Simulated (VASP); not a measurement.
Input of a VASP 6.6.1 run:

The input INCAR:

```
  ALGO = Normal
  EDIFF = 1E-8
  ENCUT = 520
  GGA = PE
  ISIF = 2
  ISMEAR = 0
  LASPH = True
  LCHARG = False
  LEPSILON = True
  LREAL = False
  LWAVE = False
  NELM = 80
  PREC = Accurate
  SIGMA = 0.01
```

KPOINTS

```
k-points
0
Gamma
  8 8 8
```

The input POSCAR:

```
WS2
1.0
    1.5858866962      0.9156121110      6.2374692460
   -1.5858866962      0.9156121110      6.2374692460
    0.0000000000     -1.8312242219      6.2374692460
W S
1 2
Direct
   -0.0000115687     -0.0000115687     -0.0000115687
    0.4167981751      0.4167981751      0.4167981751
    0.2498800602      0.2498800602      0.2498800602
```

Potentials or basis: VASP PAW PBE potentials, release 64 (W_sv, S).

Launch:

```sh
$ cat potpaw_PBE.64/W_sv/POTCAR potpaw_PBE.64/S/POTCAR > POTCAR
$ mpirun -np 1 vasp_std > vasp.out
```

Task: What does it give for the electronic dielectric tensor (diagonal)?

Result: 13.69, 13.69, 5.74.

Task: Predict the Born charges (mean of the diagonal).

Result: W -0.47; S +0.22, +0.25 e.

Task: Estimate the band gap on the k mesh.

Result: 1.24 eV (least direct gap 2.26 eV).

Born effective charge tensors (e):
atom 1, W
```
-0.50  0.00  0.00
 0.00 -0.50  0.00
 0.00  0.00 -0.41
```
atom 2, S
```
0.25 0.00 0.00
0.00 0.25 0.00
0.00 0.00 0.17
```
atom 3, S
```
0.26 0.00 0.00
0.00 0.26 0.00
0.00 0.00 0.24
```

Caveat: spin-orbit coupling is left out, which moves the levels of the heavy elements. A k mesh can miss the band edges.
